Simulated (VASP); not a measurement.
Here is a VASP 6.6.1 calculation.

File INCAR:

```
  PREC = Accurate
  ENCUT = 520
  EDIFF = 1E-6
  ISMEAR = 0
  SIGMA = 0.1
  LREAL = False
  LASPH = True
  NELM = 80
  ALGO = Normal
  ISIF = 2
  LWAVE = False
  LCHARG = True
  LDIPOL = True
  IDIPOL = 3
  DIPOL = 0.5 0.5 0.316
  GGA = PE
  LELF = True
  LVHAR = True
  LVACPOTAV = True
  NBANDS = 74
```

The input KPOINTS:

```
Automatic mesh
0
Gamma
  6 6 1
```

File POSCAR:

```
HPt6
1.0
    5.6143281343      0.0000000000      0.0000000000
   -2.8071640672      4.8621507895      0.0000000000
    0.0000000000      0.0000000000     22.6192653717
Pt H
12 2
Direct
    0.3333333333      0.1666666667      0.1768404028
    0.3333333333      0.6666666667      0.1768404028
    0.8333333333      0.1666666667      0.1768404028
    0.8333333333      0.6666666667      0.1768404028
    0.1666666667      0.3333333333      0.2789526245
    0.1666666667      0.8333333333      0.2789526245
    0.6666666667      0.3333333333      0.2789526245
    0.6666666667      0.8333333333      0.2789526245
    0.0000000000      0.0000000000      0.3810585901
    0.0000000000      0.5000000000      0.3810585901
    0.5000000000      0.0000000000      0.3810585901
    0.5000000000      0.5000000000      0.3810585901
    0.2114368192      0.4228736384      0.5402149526
    0.2885631808      0.5771263616      0.5402149526
```

Potentials or basis: VASP PAW PBE potentials, release 64 (Pt, H).

Launch:

```sh
$ cat potpaw_PBE.64/Pt/POTCAR potpaw_PBE.64/H/POTCAR > POTCAR
$ mpirun -np 1 vasp_std > vasp.out
```

(1) What does it give for the largest force?

(2) Estimate the band gap on the k mesh.

## Answers

(1) 0.017 eV/Å.

(2) zero (bands 61 and 62 overlap by 0.75 eV).

Caveat: spin-orbit coupling is left out, which moves the levels of the heavy elements.
